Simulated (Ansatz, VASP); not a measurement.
BN: VASP beside Ansatz

```
CELL_PARAMETERS angstrom
0.00000 3.49532 2.16609
1.25163 0.00000 2.16609
1.25163 3.49532 0.00000
ATOMIC_POSITIONS crystal
B 0.97697 0.97697 0.02303
N 0.66665 0.66665 0.33335
```

Change from the starting cell: all B atoms moved -0.100 Å, as atom 1 along Cartesian [0 0 1].

Alike in both runs: task single point; functional LDA; k mesh 12 × 12 × 12; occupations gaussian, width 0.05 eV; no spin polarisation.

```csv
,VASP,Ansatz
version,VASP 6.6.1,Ansatz 0.2.0
potentials or method,"VASP PAW LDA potentials, release 64 (B, N), cutoff 600 eV","scalar-relativistic, plane waves, PAW"
valence electrons in the cell,8,8
```

VASP gave:

| Item | Value |
| --- | --- |
| gap on the k mesh at the Fermi level (eV) | 3.00 |
| least direct gap on the mesh (eV) | 4.11 |
| pressure (GPa) | 0.1 |
| traceless stress, the component that is largest in VASP (GPa) | 13.26 |
| rms of the force components (eV/Å) | 2.780 |

Question: Which values does Ansatz return?

Answer: gap on the k mesh at the Fermi level (eV): 3.02; least direct gap on the mesh (eV): 4.12; pressure (GPa): -0.1; traceless stress, the component that is largest in VASP (GPa): 13.07; rms of the force components (eV/Å): 2.790.

LDA's correlation is that of Perdew and Zunger in VASP and of Perdew and Wang (1992) in Ansatz. Atom by atom the forces differ by 0.009 eV/Å (rms over components).
